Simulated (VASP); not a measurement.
Set up this calculation in VASP 6.6.1, as the native input.

* Task: single point
* Functional: LDA
* Potentials or basis: VASP PAW LDA potentials, release 64 (Os_sv_GW)
* Cutoff: 560 eV
* k mesh: 19 × 19 × 19
* Occupations: fermi-dirac, width 0.08 eV
* Spin: no spin polarisation
* Dipole correction: no
* Further INCAR settings: ALGO = Normal; EDIFF = 1e-06; NBANDS = 14

The structure of Os lies in POSCAR:

```
Os
1.0
    0.0000000000      1.9013090542      1.9013090542
    1.9013090542      0.0000000000      1.9013090542
    1.9013090542      1.9013090542      0.0000000000
Os
1
Direct
    0.0000000000      0.0000000000      0.0000000000
```

This isn't the form of Os at room conditions, which is hcp.

One way to write it, as run:

INCAR

```
PREC = Accurate ; ENCUT = 560
EDIFF = 1E-6 ; ISMEAR = -1
SIGMA = 0.08 ; LREAL = False
LASPH = True ; NELM = 120
ALGO = Normal ; ISIF = 2
LWAVE = False ; LCHARG = False
NBANDS = 14 ; GGA_COMPAT = False
```

KPOINTS

```
Automatic mesh
0
Gamma
  19 19 19
```

Potentials or basis: VASP PAW LDA potentials, release 64 (Os_sv_GW).

The run is started by

```bash
$ cat potpaw_LDA.64/Os_sv_GW/POTCAR > POTCAR
$ mpirun -np 1 vasp_std > vasp.out
```

It gave:

- Pressure: 0.4 GPa
- Band gap on the k mesh: zero (bands 8 and 9 overlap by 3.96 eV)

Caveat: spin-orbit coupling is left out, which moves the levels of the heavy elements.

Run time: 37 s on 1 thread of Intel(R) Xeon(R) Platinum 8375C CPU @ 2.90GHz (Ice Lake) (shared host), peak memory 0.17 GiB.
